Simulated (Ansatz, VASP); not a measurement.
# SnO in VASP and in Ansatz

```
Sn O
1.0
     3.82016    0.00000    0.00000
     0.00000    3.82016    0.00000
     0.00000    0.00000   22.22608
Sn O
4 4
Direct
  0.75000 0.25000 0.20246
  0.25000 0.75000 0.30878
  0.25000 0.75000 0.49775
  0.75000 0.25000 0.60407
  0.25000 0.25000 0.25562
  0.75000 0.75000 0.25562
  0.75000 0.75000 0.55091
  0.25000 0.25000 0.55091
```

Alike in both runs: task single point; functional PBE; dispersion D3(BJ); k mesh 7 × 7 × 1; occupations gaussian, width 0.05 eV; no spin polarisation.

```csv
,VASP,Ansatz
version,VASP 6.6.1,Ansatz 0.2.0
potentials or method,"VASP PAW PBE potentials, release 64 (Sn_d, O), cutoff 520 eV","scalar-relativistic, plane waves, PAW"
valence electrons in the cell,80,80
```

|  | VASP | Ansatz | Ansatz less VASP |
| --- | --- | --- | --- |
| gap on the k mesh at the Fermi level (eV) | 2.40 | 2.41 | +0.007 |
| least direct gap on the mesh (eV) | 2.54 | 2.58 | +0.042 |
| rms of the force components (eV/Å) | 0.025 | 0.024 | -0.0007 |
